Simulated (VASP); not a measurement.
# Zr (I4/mmm) in VASP: further runs, part 2 of 2

VASP 6.6.1.

### 4 Single point, PBE (volume 22.228 Å^3 an atom, c/a of the conventional cell 1.0776)

Contents of INCAR:

```
PREC = Accurate
ENCUT = 500
EDIFF = 1E-6
ISMEAR = 0
SIGMA = 0.15
LREAL = F
LASPH = T
NELM = 120
ALGO = Normal
ISIF = 2
LWAVE = F
LCHARG = F
GGA = PE
NBANDS = 12
GGA_COMPAT = F
```

Contents of KPOINTS:

```
regular mesh
0
Gamma
  20 20 20
```

Contents of POSCAR:

```
Zr
1.0
   -1.7276705807      1.7276705807      1.8617378178
    1.7276705807     -1.7276705807      1.8617378178
    1.7276705807      1.7276705807     -1.8617378178
Zr
1
Direct
    0.0000000000      0.0000000000      0.0000000000
```

Potentials or basis: VASP PAW PBE potentials, release 64 (Zr_sv).

Started as:

```console
> cat potpaw_PBE.64/Zr_sv/POTCAR > POTCAR
> mpirun -np 1 vasp_std > vasp.out
```

OUTCAR:

```text
PREC = Accurate
   ENCUT = 500
   EDIFF = 1E-6
   ISMEAR = 0
   LREAL = F
   LASPH = T
   NELM = 120
   ISIF = 2
   GGA = PE

 ion  position               nearest neighbor table
   1  0.000  0.000  0.000-

  LATTYP: Found a body centered tetragonal cell.
 ALAT       =     3.4553411614
 C/A-ratio  =     1.0776000000

  Lattice vectors:

 A1 = (  -1.7276705807,   1.7276705807,   1.8617378178)
 A2 = (   1.7276705807,  -1.7276705807,   1.8617378178)
 A3 = (   1.7276705807,   1.7276705807,  -1.8617378178)

Analysis of symmetry for initial positions (statically):
=====================================================================
 Subroutine PRICEL returns:
 Original cell was already a primitive cell.

 Routine SETGRP: Setting up the symmetry group for a
 body centered tetragonal supercell.

 Subroutine GETGRP returns: Found 16 space group operations
 (whereof 16 operations were pure point group operations)
 out of a pool of 16 trial point group operations.

The static configuration has the point symmetry D_4h.

Analysis of symmetry for dynamics (positions and initial velocities):
=====================================================================
[... 161 lines left out ...]
 Fermi energy:         9.2445172457

 k-point     1 :       0.0000    0.0000    0.0000
  band No.  band energies     occupation
      1     -39.1767      2.00000
      2     -16.6201      2.00000
      3     -16.6190      2.00000
      4     -16.6190      2.00000
      5       3.7914      2.00000
      6      10.1752      0.00000
      7      10.1752      0.00000
      8      10.9045      0.00000
      9      12.4298      0.00000
     10      13.4105      0.00000
     11      21.0805      0.00000
     12      22.2031      0.00000
[... 331 lines left out ...]
 k-point    24 :      -0.3500    0.0500    0.0000
  band No.  band energies     occupation
      1     -39.0443      2.00000
      2     -17.4560      2.00000
      3     -16.8594      2.00000
      4     -16.6359      2.00000
      5       6.2136      2.00000
      6       9.1621      1.56266
      7       9.5893      0.00115
      8      12.2704      0.00000
      9      13.4972      0.00000
     10      13.7882      0.00000
     11      20.8796      0.00000
     12      21.9734      0.00000

 [... further k-points ...]
[... 5 lines left out ...]
  --------------------------------------------------------------------------------------
  -------------------------------------------------------------------------------------
  Total        0.3553197      0.3553197      0.4048028      0.0000000      0.0000000      0.0000000
  in kB       25.6111767     25.6111767     29.1778801      0.0000000      0.0000000      0.0000000
  external PRESSURE =      26.8000778 kB  Pullay stress =       0.0000000 kB

 VOLUME and BASIS-vectors are now :
 -----------------------------------------------------------------------------
  energy-cutoff  :      500.00
  volume of cell :       22.23
      direct lattice vectors                 reciprocal lattice vectors
    -1.727670581  1.727670581  1.861737818     0.000000000  0.289407023  0.268566280
     1.727670581 -1.727670581  1.861737818     0.289407023  0.000000000  0.268566280
     1.727670581  1.727670581 -1.861737818     0.289407023  0.289407023  0.000000000

 POSITION                                       TOTAL-FORCE (eV/Angst)
 -----------------------------------------------------------------------------------
      0.00000      0.00000      0.00000        -0.000000      0.000000     -0.000000
 -----------------------------------------------------------------------------------
    total drift:                                0.000000      0.000000     -0.000000

  FREE ENERGIE OF THE ION-ELECTRON SYSTEM (eV)
  ---------------------------------------------------
  free  energy   TOTEN  =        -8.4424515613 eV

  energy  without entropy=       -8.4221894425  energy(sigma->0) =       -8.43232050
```

OSZICAR:

```text
N       E                     dE             d eps       ncg     rms          rms(c)
DAV:   1     0.841636116419E+02    0.84164E+02   -0.68032E+03 15428   0.974E+02
DAV:   2    -0.582982831640E+01   -0.89993E+02   -0.87486E+02 17788   0.267E+02
DAV:   3    -0.867966153769E+01   -0.28498E+01   -0.28041E+01 22812   0.401E+01
DAV:   4    -0.874381808151E+01   -0.64157E-01   -0.64101E-01 17932   0.568E+00
DAV:   5    -0.874529547160E+01   -0.14774E-02   -0.14774E-02 22108   0.627E-01    0.111E+01
DAV:   6    -0.848478413184E+01    0.26051E+00   -0.35160E-01 16932   0.551E+00    0.454E+00
DAV:   7    -0.843933382804E+01    0.45450E-01   -0.18293E-01 19244   0.380E+00    0.677E-01
DAV:   8    -0.844245604517E+01   -0.31222E-02   -0.11020E-02 17888   0.121E+00    0.820E-02
DAV:   9    -0.844245931494E+01   -0.32698E-05   -0.38866E-04 19892   0.164E-01    0.253E-02
DAV:  10    -0.844245607141E+01    0.32435E-05   -0.14782E-05 17688   0.396E-02    0.712E-03
DAV:  11    -0.844245171865E+01    0.43528E-05   -0.18705E-06 17300   0.126E-02    0.237E-03
DAV:  12    -0.844245156134E+01    0.15731E-06   -0.80435E-08  8800   0.226E-03
   1 F= -.84424516E+01 E0= -.84323205E+01  d E =-.202621E-01
```

Run time: 52 s. Hardware: 1 thread of Intel Xeon Platinum 8488C (Sapphire Rapids), shared host; peak memory 0.26 GiB.

Results:

| Item | Value |
| --- | --- |
| Free energy | -8.4425 eV |
| Pressure | 2.7 GPa |
| Band gap on the k mesh | zero (band 6 reaches 10.38 eV, above the bottom of band 7 at 8.52 eV) |

### 5 Single point, PBE (volume 22.837 Å^3 an atom, c/a of the conventional cell 1.5658)

Contents of INCAR:

```
ALGO     = Normal         # electronic algorithm
EDIFF    = 1E-6           # SCF threshold, eV
ENCUT    = 500            # plane-wave cutoff, eV
GGA      = PE             # functional
GGA_COMPAT= False        
ISIF     = 2              # what is computed and relaxed
ISMEAR   = 0              # smearing method
LASPH    = True           # aspherical terms in the spheres
LCHARG   = True           # write CHGCAR
LELF     = True           # ELF
LREAL    = False          # projectors in reciprocal space
LVHAR    = True         
LWAVE    = False          # write WAVECAR
NBANDS   = 12             # bands
NELM     = 120            # most SCF steps
PREC     = Accurate       # precision mode
SIGMA    = 0.15           # smearing width, eV
```

Contents of KPOINTS:

```
k-points
0
Gamma
  20 20 20
```

Contents of POSCAR:

```
Zr
1.0
   -1.5391492550      1.5391492550      2.4099999035
    1.5391492550     -1.5391492550      2.4099999035
    1.5391492550      1.5391492550     -2.4099999035
Zr
1
Direct
    0.0000000000      0.0000000000      0.0000000000
```

Potentials or basis: VASP PAW PBE potentials, release 64 (Zr_sv).

Started as:

```console
> cat potpaw_PBE.64/Zr_sv/POTCAR > POTCAR
> mpirun -np 1 vasp_std > vasp.out
```

OUTCAR:

```text
EDIFF = 1E-6
   ENCUT = 500
   GGA = PE
   ISIF = 2
   ISMEAR = 0
   LASPH = True
   LREAL = False
   NELM = 120
   PREC = Accurate

 ion  position               nearest neighbor table
   1  0.000  0.000  0.000-

  LATTYP: Found a body centered tetragonal cell.
 ALAT       =     3.0782985100
 C/A-ratio  =     1.5658000000

  Lattice vectors:

 A1 = (  -1.5391492550,   1.5391492550,   2.4099999035)
 A2 = (   1.5391492550,  -1.5391492550,   2.4099999035)
 A3 = (   1.5391492550,   1.5391492550,  -2.4099999035)

Analysis of symmetry for initial positions (statically):
=====================================================================
 Subroutine PRICEL returns:
 Original cell was already a primitive cell.

 Routine SETGRP: Setting up the symmetry group for a
 body centered tetragonal supercell.

 Subroutine GETGRP returns: Found 16 space group operations
 (whereof 16 operations were pure point group operations)
 out of a pool of 16 trial point group operations.

The static configuration has the point symmetry D_4h.

Analysis of symmetry for dynamics (positions and initial velocities):
=====================================================================
 Subroutine PRICEL returns:
 Original cell was already a primitive cell.

 Routine SETGRP: Setting up the symmetry group for a
 body centered tetragonal supercell.

 Subroutine GETGRP returns: Found 16 space group operations
 (whereof 16 operations were pure point group operations)
 out of a pool of 16 trial point group operations.

The dynamic configuration has the point symmetry D_4h.

 Subroutine INISYM returns: Found 16 space group operations
 (whereof 16 operations are pure point group operations),
 and found     1 'primitive' translations

----------------------------------------------------------------------------------------

                                     Primitive cell

  volume of cell :      22.8370

  direct lattice vectors                    reciprocal lattice vectors
    -1.539149255  1.539149255  2.409999904     0.000000000  0.324854785  0.207468888
     1.539149255 -1.539149255  2.409999904     0.324854785  0.000000000  0.207468888
     1.539149255  1.539149255 -2.409999904     0.324854785  0.324854785  0.000000000

  length of vectors
     3.247469845  3.247469845  3.247469845     0.385452942  0.385452942  0.459414042

  position of ions in fractional coordinates (direct lattice)
     0.000000000  0.000000000  0.000000000

  ion indices of the primitive-cell ions
   primitive index   ion index
                 1           1

----------------------------------------------------------------------------------------

 KPOINTS: k-points

Automatic generation of k-mesh.
 Grid dimensions read from file:
 generate k-points for:   20   20   20

 Generating k-lattice:

  Cartesian coordinates                     Fractional coordinates (reciprocal lattice)
     0.000000000  0.016242739  0.010373444     0.050000000  0.000000000  0.000000000
     0.016242739  0.000000000  0.010373444     0.000000000  0.050000000  0.000000000
     0.016242739  0.016242739  0.000000000     0.000000000  0.000000000  0.050000000

  Length of vectors
     0.019272647  0.019272647  0.022970702

  Shift w.r.t. Gamma in fractional coordinates (k-lattice)
     0.000000000  0.000000000  0.000000000

 Subroutine IBZKPT returns following result:
 ===========================================

 Found    641 irreducible k-points:

 Following reciprocal coordinates:
            Coordinates               Weight
  0.000000  0.000000  0.000000      1.000000
  0.050000 -0.000000  0.000000      8.000000
  0.100000 -0.000000  0.000000      8.000000
  0.150000  0.000000 -0.000000      8.000000
  0.200000 -0.000000  0.000000      8.000000
  0.250000  0.000000  0.000000      8.000000
[... 16 lines left out ...]
 -0.400000  0.050000  0.000000     16.000000
 -0.350000  0.050000  0.000000     16.000000
 [... further k-points ...]
   k-points           NKPTS =    641   k-points in BZ     NKDIM =    641   number of bands    NBANDS=     12
   number of dos      NEDOS =    301   number of ions     NIONS =      1
   total plane-waves  NPLWV =  13824
   dimension x,y,z NGX =    24 NGY =   24 NGZ =   24
   dimension x,y,z NGXF=    48 NGYF=   48 NGZF=   48
   ions per type =               1
   NGX,Y,Z   is equivalent  to a cutoff of  12.29, 12.29, 12.29 a.u.
   NGXF,Y,Z  is equivalent  to a cutoff of  24.57, 24.57, 24.57 a.u.
 SYSTEM =  unknown system
   PREC   = accura    normal or accurate (medium, high low for compatibility)
   ISTART =      0    job   : 0-new  1-cont  2-samecut
   ICHARG =      2    charge: 1-file 2-atom 10-const
   ISPIN  =      1    spin polarized calculation?
   LNONCOLLINEAR =      F non collinear calculations
   LSORBIT =      F    spin-orbit coupling
   LASPH  =      T    aspherical Exc in radial PAW
   ENCUT  =  500.0 eV  36.75 Ry    6.06 a.u.   5.92  5.92  5.92*2*pi/ulx,y,z
   NELM   =    120;   NELMIN=  2; NELMDL= -5     # of ELM steps
   EDIFF  = 0.1E-05   stopping-criterion for ELM
   LREAL  =      F    real-space projection
   EDIFFG = 0.1E-04   stopping-criterion for IOM
   NSW    =      0    number of steps for IOM
   IBRION =     -1    ionic relax: 0-MD 1-quasi-New 2-CG
   NFREE  =      0    steps in history (QN), initial steepest desc. (CG)
   ISIF   =      2    stress and relaxation
   ISYM   =      2    0-nonsym 1-usesym 2-fastsym
   POTIM  = 0.5000    time-step for ionic-motion
   TEBEG  =    0.0;   TEEND  =   0.0 temperature during run
   PSTRESS=    0.0 pullay stress
   NELECT =      12.0000    total number of electrons
   NUPDOWN=      -1.0000    fix difference up-down
   EMIN   =  10.00;   EMAX   =-10.00  energy-range for DOS
   EFERMI =   0.00;   METHOD = LEGACY
   ISMEAR =     0;   SIGMA  =   0.15  broadening in eV -4-tet -1-fermi 0-gaus
   EFERMI_NEDOS =   21; number of points for ismear=-14 and -15
   IALGO  =     38    algorithm
   IMIX   =      4    mixing-type and parameters
     AMIX     =   0.40;   BMIX     =  1.00
     AMIX_MAG =   1.60;   BMIX_MAG =  1.00
  volume/ion in A,a.u.               =      22.84       154.11
  Fermi-wavevector in a.u.,A,eV,Ry     =   1.321060  2.496441 23.744867  1.745199
  Thomas-Fermi vector in A             =   2.450841
   LORBIT       =      0    0 simple, 1 ext, 2 COOP (PROOUT), +10 PAW based schemes
   GGA     = PE    functional components
   LHFCALC =     F    Hartree Fock is set to
   AEXX    =    0.0000 exact exchange contribution
   IVDW    =     0    specifies the selected vdW correction
   LEPSILON=     F    determine dielectric tensor
   LRPA    =     F    only Hartree local field effects (RPA)
 non-spin polarized calculation
 Gauss-broadening in eV      SIGMA  =   0.15
  energy-cutoff  :      500.00
  volume of cell :       22.84
 maximum number of plane-waves:       608
   NGX = 11   NGY = 11   NGZ = 11

 number of electron      12.0000000 magnetization

 Free energy of the ion-electron system (eV)
  ---------------------------------------------------
  ext. energy  EPLUGINS =         0.00000000
  ---------------------------------------------------
  free energy    TOTEN  =        -8.47224366 eV

  energy without entropy =       -8.45267066  energy(sigma->0) =       -8.46245716

 E-fermi :   9.0573     XC(G=0): -11.1688

 val. band max:        9.0561394544   @ k =   0.4000   0.1000   0.0500
 cond. band min:       9.0587445402   @ k =   0.2500   0.1500   0.1500
 fundamental gap:      0.0026050858
 Fermi energy:         9.0572586090

 k-point     1 :       0.0000    0.0000    0.0000
  band No.  band energies     occupation
      1     -39.5736      2.00000
      2     -17.0826      2.00000
      3     -17.0446      2.00000
      4     -17.0446      2.00000
      5       3.5236      2.00000
      6       9.3935      0.00153
      7      10.5232      0.00000
      8      10.5232      0.00000
      9      11.6757      0.00000
     10      13.2875      0.00000
     11      19.7752      0.00000
     12      22.3277      0.00000
[... 331 lines left out ...]
 k-point    24 :      -0.3500    0.0500    0.0000
  band No.  band energies     occupation
      1     -39.4533      2.00000
      2     -17.8573      2.00000
      3     -17.2263      2.00000
      4     -17.1034      2.00000
      5       5.9350      2.00000
      6       9.1660      0.30543
      7       9.7386      0.00000
      8      10.7231      0.00000
      9      13.0708      0.00000
     10      13.5471      0.00000
     11      19.4292      0.00000
     12      22.0305      0.00000

 [... further k-points ...]
[... 5 lines left out ...]
  --------------------------------------------------------------------------------------
  -------------------------------------------------------------------------------------
  Total        0.3398922      0.3398922     -0.0988135      0.0000000      0.0000000      0.0000000
  in kB       23.8458756     23.8458756     -6.9324762      0.0000000      0.0000000      0.0000000
  external PRESSURE =      13.5864250 kB  Pullay stress =       0.0000000 kB

 VOLUME and BASIS-vectors are now :
 -----------------------------------------------------------------------------
  energy-cutoff  :      500.00
  volume of cell :       22.84
      direct lattice vectors                 reciprocal lattice vectors
    -1.539149255  1.539149255  2.409999904     0.000000000  0.324854785  0.207468888
     1.539149255 -1.539149255  2.409999904     0.324854785  0.000000000  0.207468888
     1.539149255  1.539149255 -2.409999904     0.324854785  0.324854785  0.000000000

 POSITION                                       TOTAL-FORCE (eV/Angst)
 -----------------------------------------------------------------------------------
      0.00000      0.00000      0.00000         0.000000     -0.000000      0.000000
 -----------------------------------------------------------------------------------
    total drift:                                0.000000      0.000000     -0.000000

  FREE ENERGIE OF THE ION-ELECTRON SYSTEM (eV)
  ---------------------------------------------------
  free  energy   TOTEN  =        -8.4722436637 eV

  energy  without entropy=       -8.4526706641  energy(sigma->0) =       -8.46245716
```

It took 56 s on 1 thread of Intel Xeon Platinum 8488C (Sapphire Rapids), shared host; peak memory 0.27 GiB.

What came out:

```
Free energy            : -8.4722 eV
Pressure               : 1.4 GPa
Band gap on the k mesh : zero (band 6 reaches 9.76 eV, above the bottom of band 7 at 8.34 eV)
```

Levels at points of the mesh, in eV from the Fermi level:
| k point | band 3 | band 4 | band 5 | band 6 | band 7 | band 8 | band 9 | band 10 |
| --- | --- | --- | --- | --- | --- | --- | --- | --- |
| (0.00, 0.00, 0.00) | -26.10 | -26.10 | -5.53 | 0.34 | 1.47 | 1.47 | 2.62 | 4.23 |
| (0.50, 0.00, 0.00) | -26.32 | -26.16 | -2.94 | 0.31 | 1.24 | 1.44 | 5.05 | 5.56 |
| (0.50, 0.50, 0.00) | -26.64 | -26.43 | -3.00 | -2.20 | 3.69 | 5.12 | 5.19 | 6.43 |
| (0.50, 0.50, 0.50) | -26.36 | -26.36 | -3.01 | -2.07 | 2.15 | 5.46 | 5.79 | 5.79 |

### 6 Summary

```csv
cell,gap on the mesh (eV),pressure (GPa)
"a = 3.072 Å, angles 107.5, 107.5, 113.5°, 1 atom",none,2.7
"a = 3.104 Å, angles 116.0, 116.0, 97.0°, 1 atom",none,3.9
"a = 3.072 Å, angles 111.6, 111.6, 105.4°, 1 atom",none,2.7
"a = 3.247 Å, angles 123.4, 123.4, 84.2°, 1 atom",none,1.4
```

Alike in all rows: task single point; level PBE; potentials or basis VASP PAW PBE potentials, release 64 (Zr_sv); no spin polarisation; k mesh 20 × 20 × 20; cutoff (eV) 500; smearing gaussian 0.15 eV.

Total energies depend on the potentials used, so only differences within one code and one set of settings carry meaning.
